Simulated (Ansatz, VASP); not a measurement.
## Two plane-wave programs on Co

```
Co
1.0
     2.50740    0.00000    0.00000
    -1.25370    2.17147    0.00000
     0.00000    0.00000    4.06990
Co
2
Cartesian
  0.0000 1.4476 1.0175
  1.2537 0.7238 3.0524
```

Alike in both runs: task single point; functional PBEsol; k mesh 14 × 14 × 8; occupations fermi-dirac, width 0.05 eV; collinear spin.

|  | VASP | Ansatz |
| --- | --- | --- |
| version | VASP 6.6.1 | Ansatz 0.2.0 |
| potentials or method | VASP PAW PBE potentials, release 64 (Co), cutoff 520 eV | plane waves, PAW |
| valence electrons in the cell | 18 | 34 |

Ansatz gave:

- pressure (GPa): -13.9
- traceless stress, the component that is largest in VASP (GPa): -0.99
- net moment per atom (μB): 1.62
- size of the moment on the site where the two differ most (μB): 1.69

Question: What did VASP give for the same quantities?

Answer: Pressure (GPa): -14.6; traceless stress, the component that is largest in VASP (GPa): -1.01; net moment per atom (μB): 1.60; size of the moment on the site where the two differ most (μB): 1.62.

VASP's potentials were made for PBE, not for PBEsol. Site moments also hang on the region over which each program counts them. VASP's potentials hold 18 valence electrons a cell and Ansatz's 34, so a difference there can come from the potentials and not from the codes. Ansatz's warnings: given moment on shells.
